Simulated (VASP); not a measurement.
# CdSe (Pm-3m) in VASP: further runs

Runs on CdSe. Level: PBE. Tasks: single point.

Everything below comes from runs of VASP 6.6.1. Logs are shortened: lines on timing, memory, paths and dates and some standing lists are left out, and cuts for length are marked.

### 1 The cell of the first run

The structure is cubic, space group Pm-3m (No. 221). Conventional cell: a = 3.484 Å, b = 3.484 Å, c = 3.484 Å, α = 90.00°, β = 90.00°, γ = 90.00°. Within 4.0 Å of Cd (site symmetry m-3m) lie 8 Se at 3.02 Å and 6 Cd at 3.48 Å. Within 4.0 Å of Se (site symmetry m-3m) lie 8 Cd at 3.02 Å and 6 Se at 3.48 Å.

### 2 Single point, PBE

File INCAR:

```
SYSTEM = CdSe
PREC = Accurate
ENCUT = 500
EDIFF = 1E-6
ISMEAR = -1
SIGMA = 0.05
LREAL = .FALSE.
LASPH = .TRUE.
NELM = 120
ALGO = Normal
ISIF = 2
LWAVE = .FALSE.
LCHARG = .FALSE.
GGA = PE
NBANDS = 16
GGA_COMPAT = .FALSE.
```

File KPOINTS:

```
Automatic mesh
0
G
  8 8 8
  0 0 0
```

File POSCAR:

```
CdSe
1.0
    3.4842506466      0.0000000000      0.0000000000
    0.0000000000      3.4842506466      0.0000000000
    0.0000000000      0.0000000000      3.4842506466
Cd Se
1 1
Direct
    0.5000000000      0.5000000000      0.5000000000
    0.0000000000      0.0000000000      0.0000000000
```

Potentials or basis: VASP PAW PBE potentials, release 64 (Cd, Se).

The run is started by

```console
> cat potpaw_PBE.64/Cd/POTCAR potpaw_PBE.64/Se/POTCAR > POTCAR
> mpirun -np 1 vasp_std > vasp.out
```

OUTCAR:

```text
SYSTEM = CdSe
   PREC = Accurate
   ENCUT = 500
   EDIFF = 1E-6
   ISMEAR = -1
   LREAL = .FALSE.
   LASPH = .TRUE.
   NELM = 120
   ISIF = 2
   GGA = PE

 ion  position               nearest neighbor table
   1  0.500  0.500  0.500-   2 3.02   2 3.02   2 3.02   2 3.02   2 3.02   2 3.02   2 3.02   2 3.02

   2  0.000  0.000  0.000-   1 3.02   1 3.02   1 3.02   1 3.02   1 3.02   1 3.02   1 3.02   1 3.02

  LATTYP: Found a simple cubic cell.
 ALAT       =     3.4842506466

  Lattice vectors:

 A1 = (   3.4842506466,   0.0000000000,   0.0000000000)
 A2 = (   0.0000000000,   3.4842506466,   0.0000000000)
 A3 = (   0.0000000000,   0.0000000000,   3.4842506466)

Analysis of symmetry for initial positions (statically):
=====================================================================
 Subroutine PRICEL returns:
 Original cell was already a primitive cell.

 Routine SETGRP: Setting up the symmetry group for a
 simple cubic supercell.

 Subroutine GETGRP returns: Found 48 space group operations
 (whereof 48 operations were pure point group operations)
 out of a pool of 48 trial point group operations.

The static configuration has the point symmetry O_h .

Analysis of symmetry for dynamics (positions and initial velocities):
=====================================================================
 Subroutine PRICEL returns:
 Original cell was already a primitive cell.

 Routine SETGRP: Setting up the symmetry group for a
 simple cubic supercell.

 Subroutine GETGRP returns: Found 48 space group operations
 (whereof 48 operations were pure point group operations)
 out of a pool of 48 trial point group operations.

The dynamic configuration has the point symmetry O_h .

 Subroutine INISYM returns: Found 48 space group operations
 (whereof 48 operations are pure point group operations),
 and found     1 'primitive' translations

----------------------------------------------------------------------------------------

                                     Primitive cell

  volume of cell :      42.2988

  direct lattice vectors                    reciprocal lattice vectors
     3.484250647  0.000000000  0.000000000     0.287005759  0.000000000  0.000000000
     0.000000000  3.484250647  0.000000000     0.000000000  0.287005759  0.000000000
     0.000000000  0.000000000  3.484250647     0.000000000  0.000000000  0.287005759

  length of vectors
     3.484250647  3.484250647  3.484250647     0.287005759  0.287005759  0.287005759

  position of ions in fractional coordinates (direct lattice)
     0.500000000  0.500000000  0.500000000
     0.000000000  0.000000000  0.000000000

  ion indices of the primitive-cell ions
   primitive index   ion index
                 1           1
                 2           2

----------------------------------------------------------------------------------------

 KPOINTS: Automatic mesh

Automatic generation of k-mesh.
 Grid dimensions read from file:
 generate k-points for:    8    8    8

 Generating k-lattice:

  Cartesian coordinates                     Fractional coordinates (reciprocal lattice)
     0.035875720  0.000000000  0.000000000     0.125000000  0.000000000  0.000000000
     0.000000000  0.035875720  0.000000000     0.000000000  0.125000000  0.000000000
     0.000000000  0.000000000  0.035875720     0.000000000  0.000000000  0.125000000

  Length of vectors
     0.035875720  0.035875720  0.035875720

  Shift w.r.t. Gamma in fractional coordinates (k-lattice)
     0.000000000  0.000000000  0.000000000

 Subroutine IBZKPT returns following result:
 ===========================================

 Found     35 irreducible k-points:

 Following reciprocal coordinates:
            Coordinates               Weight
  0.000000  0.000000  0.000000      1.000000
  0.125000  0.000000  0.000000      6.000000
  0.250000  0.000000  0.000000      6.000000
  0.375000  0.000000  0.000000      6.000000
  0.500000  0.000000  0.000000      3.000000
  0.125000  0.125000  0.000000     12.000000
[... 16 lines left out ...]
  0.375000  0.375000  0.125000     24.000000
  0.500000  0.375000  0.125000     24.000000
 [... further k-points ...]
   k-points           NKPTS =     35   k-points in BZ     NKDIM =     35   number of bands    NBANDS=     16
   number of dos      NEDOS =    301   number of ions     NIONS =      2
   total plane-waves  NPLWV =  21952
   dimension x,y,z NGX =    28 NGY =   28 NGZ =   28
   dimension x,y,z NGXF=    56 NGYF=   56 NGZF=   56
   ions per type =               1   1
   NGX,Y,Z   is equivalent  to a cutoff of  13.36, 13.36, 13.36 a.u.
   NGXF,Y,Z  is equivalent  to a cutoff of  26.72, 26.72, 26.72 a.u.
 SYSTEM =  CdSe
   PREC   = accura    normal or accurate (medium, high low for compatibility)
   ISTART =      0    job   : 0-new  1-cont  2-samecut
   ICHARG =      2    charge: 1-file 2-atom 10-const
   ISPIN  =      1    spin polarized calculation?
   LNONCOLLINEAR =      F non collinear calculations
   LSORBIT =      F    spin-orbit coupling
   LASPH  =      T    aspherical Exc in radial PAW
   ENCUT  =  500.0 eV  36.75 Ry    6.06 a.u.   6.35  6.35  6.35*2*pi/ulx,y,z
   NELM   =    120;   NELMIN=  2; NELMDL= -5     # of ELM steps
   EDIFF  = 0.1E-05   stopping-criterion for ELM
   LREAL  =      F    real-space projection
   EDIFFG = 0.1E-04   stopping-criterion for IOM
   NSW    =      0    number of steps for IOM
   IBRION =     -1    ionic relax: 0-MD 1-quasi-New 2-CG
   NFREE  =      0    steps in history (QN), initial steepest desc. (CG)
   ISIF   =      2    stress and relaxation
   ISYM   =      2    0-nonsym 1-usesym 2-fastsym
   POTIM  = 0.5000    time-step for ionic-motion
   TEBEG  =    0.0;   TEEND  =   0.0 temperature during run
   PSTRESS=    0.0 pullay stress
   NELECT =      18.0000    total number of electrons
   NUPDOWN=      -1.0000    fix difference up-down
   EMIN   =  10.00;   EMAX   =-10.00  energy-range for DOS
   EFERMI =   0.00;   METHOD = LEGACY
   ISMEAR =    -1;   SIGMA  =   0.05  broadening in eV -4-tet -1-fermi 0-gaus
   EFERMI_NEDOS =   21; number of points for ismear=-14 and -15
   IALGO  =     38    algorithm
   IMIX   =      4    mixing-type and parameters
     AMIX     =   0.40;   BMIX     =  1.00
     AMIX_MAG =   1.60;   BMIX_MAG =  1.00
  volume/ion in A,a.u.               =      21.15       142.72
  Fermi-wavevector in a.u.,A,eV,Ry     =   1.231373  2.326957 20.630233  1.516279
  Thomas-Fermi vector in A             =   2.366185
   LORBIT       =      0    0 simple, 1 ext, 2 COOP (PROOUT), +10 PAW based schemes
   GGA     = PE    functional components
   LHFCALC =     F    Hartree Fock is set to
   AEXX    =    0.0000 exact exchange contribution
   IVDW    =     0    specifies the selected vdW correction
   LEPSILON=     F    determine dielectric tensor
   LRPA    =     F    only Hartree local field effects (RPA)
 non-spin polarized calculation
  energy-cutoff  :      500.00
  volume of cell :       42.30
 maximum number of plane-waves:      1108
 NGX is ok and might be reduce to    28
   NGX = 13   NGY = 13   NGZ = 13

 number of electron      18.0000011 magnetization

 Free energy of the ion-electron system (eV)
  ---------------------------------------------------
  ext. energy  EPLUGINS =         0.00000000
  ---------------------------------------------------
  free energy    TOTEN  =        -4.26999942 eV

  energy without entropy =       -4.25645365  energy(sigma->0) =       -4.26322653

 E-fermi :   3.8441     XC(G=0): -10.7125

 val. band max:        3.8273333452   @ k =   0.5000   0.3750   0.2500
 cond. band min:       3.8614859821   @ k =   0.3750   0.2500   0.0000
 fundamental gap:      0.0341526369
 Fermi energy:         3.8440520649

 k-point     1 :       0.0000    0.0000    0.0000
  band No.  band energies     occupation
      1     -10.1505      2.00000
      2      -5.0333      2.00000
      3      -5.0333      2.00000
      4      -4.5441      2.00000
      5      -4.5441      2.00000
      6      -4.5441      2.00000
[... 8 lines left out ...]
     15      14.9601      0.00000
     16      18.7846      0.00000

 k-point     2 :       0.1250    0.0000    0.0000
  band No.  band energies     occupation
      1     -10.0325      2.00000
      2      -5.0251      2.00000
      3      -4.9929      2.00000
      4      -4.5820      2.00000
      5      -4.5820      2.00000
      6      -4.5411      2.00000
[... 8 lines left out ...]
     15      14.2436      0.00000
     16      18.6624      0.00000

 k-point     3 :       0.2500    0.0000    0.0000
  band No.  band energies     occupation
      1      -9.7157      2.00000
      2      -5.0052      2.00000
      3      -4.9150      2.00000
      4      -4.6703      2.00000
      5      -4.6703      2.00000
      6      -4.5340      2.00000
[... 8 lines left out ...]
     15      14.5444      0.00000
     16      16.6994      0.00000

 k-point     4 :       0.3750    0.0000    0.0000
  band No.  band energies     occupation
      1      -9.3354      2.00000
      2      -4.9852      2.00000
      3      -4.8982      2.00000
      4      -4.7547      2.00000
      5      -4.7547      2.00000
      6      -4.5269      2.00000
[... 8 lines left out ...]
     15      15.3321      0.00000
     16      17.3767      0.00000

 k-point     5 :       0.5000    0.0000    0.0000
  band No.  band energies     occupation
      1      -9.1501      2.00000
      2      -4.9769      2.00000
      3      -4.9309      2.00000
      4      -4.7886      2.00000
      5      -4.7886      2.00000
      6      -4.5239      2.00000
[... 8 lines left out ...]
     15      14.8077      0.00000
     16      18.8982      0.00000

 k-point     6 :       0.1250    0.1250    0.0000
  band No.  band energies     occupation
      1      -9.9195      2.00000
      2      -5.0026      2.00000
      3      -4.9634      2.00000
      4      -4.6152      2.00000
      5      -4.5887      2.00000
      6      -4.5655      2.00000
[... 8 lines left out ...]
     15      14.8167      0.00000
     16      17.3058      0.00000

 k-point     7 :       0.2500    0.1250    0.0000
  band No.  band energies     occupation
      1      -9.6181      2.00000
      2      -4.9793      2.00000
      3      -4.8800      2.00000
      4      -4.6825      2.00000
      5      -4.6638      2.00000
      6      -4.5628      2.00000
[... 8 lines left out ...]
     15      14.9820      0.00000
     16      17.0399      0.00000

 k-point     8 :       0.3750    0.1250    0.0000
  band No.  band energies     occupation
      1      -9.2613      2.00000
      2      -4.9598      2.00000
      3      -4.8481      2.00000
      4      -4.7425      2.00000
      5      -4.7231      2.00000
      6      -4.5531      2.00000
[... 8 lines left out ...]
     15      16.3520      0.00000
     16      17.3994      0.00000

 k-point     9 :       0.5000    0.1250    0.0000
  band No.  band energies     occupation
      1      -9.0901      2.00000
      2      -4.9508      2.00000
      3      -4.8493      2.00000
      4      -4.7744      2.00000
      5      -4.7481      2.00000
      6      -4.5489      2.00000
[... 8 lines left out ...]
     15      15.9402      0.00000
     16      17.6536      0.00000
[... 172 lines left out ...]
 k-point    19 :       0.5000    0.1250    0.1250
  band No.  band energies     occupation
      1      -9.0246      2.00000
      2      -4.8992      2.00000
      3      -4.8433      2.00000
      4      -4.8086      2.00000
      5      -4.6442      2.00000
      6      -4.5750      2.00000
[... 8 lines left out ...]
     15      16.2295      0.00000
     16      16.6537      0.00000

 k-point    20 :       0.2500    0.2500    0.1250
  band No.  band energies     occupation
      1      -9.2726      2.00000
      2      -4.8972      2.00000
      3      -4.7736      2.00000
      4      -4.7397      2.00000
      5      -4.6563      2.00000
      6      -4.5986      2.00000
[... 8 lines left out ...]
     15      14.5065      0.00000
     16      18.1580      0.00000

 k-point    21 :       0.3750    0.2500    0.1250
  band No.  band energies     occupation
      1      -8.9896      2.00000
      2      -4.8799      2.00000
      3      -4.8010      2.00000
      4      -4.7230      2.00000
      5      -4.6106      2.00000
      6      -4.5459      2.00000
[... 8 lines left out ...]
     15      15.5650      0.00000
     16      17.5756      0.00000

 k-point    22 :       0.5000    0.2500    0.1250
  band No.  band energies     occupation
      1      -8.8598      2.00000
      2      -4.8605      2.00000
      3      -4.8402      2.00000
      4      -4.7047      2.00000
      5      -4.5804      2.00000
      6      -4.5199      2.00000
[... 8 lines left out ...]
     15      15.3584      0.00000
     16      16.9961      0.00000

 k-point    23 :       0.3750    0.3750    0.1250
  band No.  band energies     occupation
      1      -8.7782      2.00000
      2      -4.8492      2.00000
      3      -4.7711      2.00000
      4      -4.7547      2.00000
      5      -4.4876      2.00000
      6      -4.4568      2.00000
[... 8 lines left out ...]
     15      16.2868      0.00000
     16      16.6292      0.00000

 k-point    24 :       0.5000    0.3750    0.1250
  band No.  band energies     occupation
      1      -8.6852      2.00000
      2      -4.8152      2.00000
      3      -4.8014      2.00000
      4      -4.7433      2.00000
      5      -4.4294      2.00000
      6      -4.4081      2.00000
[... 8 lines left out ...]
     15      16.3774      0.00000
     16      16.3918      0.00000

 [... further k-points ...]
[... 5 lines left out ...]
  --------------------------------------------------------------------------------------
  -------------------------------------------------------------------------------------
  Total        1.1784344      1.1784344      1.1784344     -0.0000000     -0.0000000     -0.0000000
  in kB       44.6362646     44.6362646     44.6362646     -0.0000000     -0.0000000     -0.0000000
  external PRESSURE =      44.6362646 kB  Pullay stress =       0.0000000 kB

 VOLUME and BASIS-vectors are now :
 -----------------------------------------------------------------------------
  energy-cutoff  :      500.00
  volume of cell :       42.30
      direct lattice vectors                 reciprocal lattice vectors
     3.484250647  0.000000000  0.000000000     0.287005759  0.000000000  0.000000000
     0.000000000  3.484250647  0.000000000     0.000000000  0.287005759  0.000000000
     0.000000000  0.000000000  3.484250647     0.000000000  0.000000000  0.287005759

 POSITION                                       TOTAL-FORCE (eV/Angst)
 -----------------------------------------------------------------------------------
      1.74213      1.74213      1.74213         0.000000      0.000000      0.000000
      0.00000      0.00000      0.00000         0.000000      0.000000      0.000000
 -----------------------------------------------------------------------------------
    total drift:                                0.000000      0.000000      0.000000

  FREE ENERGIE OF THE ION-ELECTRON SYSTEM (eV)
  ---------------------------------------------------
  free  energy   TOTEN  =        -4.2699994157 eV

  energy  without entropy=       -4.2564536520  energy(sigma->0) =       -4.26322653
```

It took 33 s on 1 thread of Intel Xeon 8259CL, shared host; peak memory 0.17 GiB.

What came out:

```
Free energy            : -4.2700 eV
Pressure               : 4.5 GPa
Band gap on the k mesh : zero (band 9 reaches 4.00 eV, above the bottom of band 10 at 2.57 eV)
```

### 3 Single point, PBE

This run uses another cell than the first one, of 22.95 Å³/atom, 1.085 times its volume.

File INCAR:

```
  PREC = Accurate
  ENCUT = 500
  EDIFF = 1E-6
  ISMEAR = -1
  SIGMA = 0.05
  LREAL = F
  LASPH = T
  NELM = 120
  ALGO = Normal
  ISIF = 2
  LWAVE = F
  LCHARG = T
  GGA = PE
  LELF = T
  LVHAR = T
  NBANDS = 16
  GGA_COMPAT = F
```

File KPOINTS:

```
regular mesh
0
Gamma
  8 8 8
```

File POSCAR:

```
CdSe
1.0
    3.5804160507      0.0000000000      0.0000000000
    0.0000000000      3.5804160507      0.0000000000
    0.0000000000      0.0000000000      3.5804160507
Cd Se
1 1
Direct
    0.5000000000      0.5000000000      0.5000000000
    0.0000000000      0.0000000000      0.0000000000
```

Potentials or basis: VASP PAW PBE potentials, release 64 (Cd, Se).

The run is started by

```console
> cat potpaw_PBE.64/Cd/POTCAR potpaw_PBE.64/Se/POTCAR > POTCAR
> mpirun -np 1 vasp_std > vasp.out
```

Wall time 38 s (1 thread of Intel Xeon 8259CL, shared host); peak memory 0.17 GiB.

It converged, with:

```yaml
Free_energy: -4.3067 eV
Pressure: -0.8 GPa
Band_gap_on_the_k_mesh: zero (band 9 reaches 3.20 eV, above the bottom of band 10 at 1.97 eV)
```

Levels at points of the mesh, in eV from the Fermi level:
```tsv
k point	band 5	band 6	band 7	band 8	band 9	band 10	band 11	band 12	band 13	band 14
(0.00, 0.00, 0.00)	-8.28	-8.28	-1.63	-1.10	-1.10	-1.10	6.16	6.16	10.42	10.42
(0.50, 0.00, 0.00)	-8.47	-8.27	-5.81	0.06	0.06	2.69	3.81	6.59	6.59	7.10
(0.50, 0.50, 0.00)	-8.14	-8.09	-4.21	-4.21	-1.41	0.20	7.06	7.06	8.08	9.88
(0.50, 0.50, 0.50)	-8.13	-8.13	-2.12	-2.12	-2.12	1.55	1.55	1.55	1.58	16.54
```
